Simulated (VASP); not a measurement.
A run of VASP 6.6.1 is set up as follows.

INCAR

```
SYSTEM = Ti3Sb2Se3
PREC = Accurate
ENCUT = 520
EDIFF = 1E-6
ISMEAR = 0
SIGMA = 0.1
LREAL = .False.
LASPH = .True.
NELM = 100
ALGO = Normal
ISIF = 2
LWAVE = .False.
LCHARG = .True.
GGA = PE
LELF = .True.
LVHAR = .True.
NBANDS = 42
```

File KPOINTS:

```
Automatic mesh
0
Gamma
  12 12 2
  0 0 0
```

The input POSCAR:

```
Ti3Sb2Se3
1.0
    3.5499623097      0.0000000000      0.0000000000
   -1.7749811548      3.0743575427      0.0000000000
    0.0000000000      0.0000000000     16.7071183311
Ti Sb Se
3 2 3
Direct
    0.6666666667      0.3333333333      0.0899021480
    0.3333333333      0.6666666667      0.9100978520
    0.0000000000      0.0000000000      0.5000000000
    0.3333333333      0.6666666667      0.2107652381
    0.6666666667      0.3333333333      0.7892347619
    0.0000000000      0.0000000000      0.0000000000
    0.3333333333      0.6666666667      0.5925561633
    0.6666666667      0.3333333333      0.4074438367
```

Potentials or basis: VASP PAW PBE potentials, release 64 (Ti_sv, Sb, Se).

Launch:

```bash
$ cat potpaw_PBE.64/Ti_sv/POTCAR potpaw_PBE.64/Sb/POTCAR potpaw_PBE.64/Se/POTCAR > POTCAR
$ mpirun -np 1 vasp_std > vasp.out
```

Problem. Predict the pressure.

Solution. 0.1 GPa.

Problem. Estimate the band gap on the k mesh.

Solution. Zero (bands 32 and 33 overlap by 0.35 eV).

Problem. Predict the largest force.

Solution. 0.013 eV/Å.

Forces on the atoms (eV/Å):
```
Ti   0.000  0.000  0.009
Ti   0.000  0.000 -0.009
Ti   0.000  0.000  0.000
Sb   0.000  0.000  0.013
Sb   0.000  0.000 -0.013
Se   0.000  0.000  0.000
Se   0.000  0.000  0.012
Se   0.000  0.000 -0.012
```

Caveat: spin-orbit coupling is left out, which moves the levels of the heavy elements; this functional lacks dispersion, which binds the layers, so the pressure and a relaxed spacing across them are unreliable.
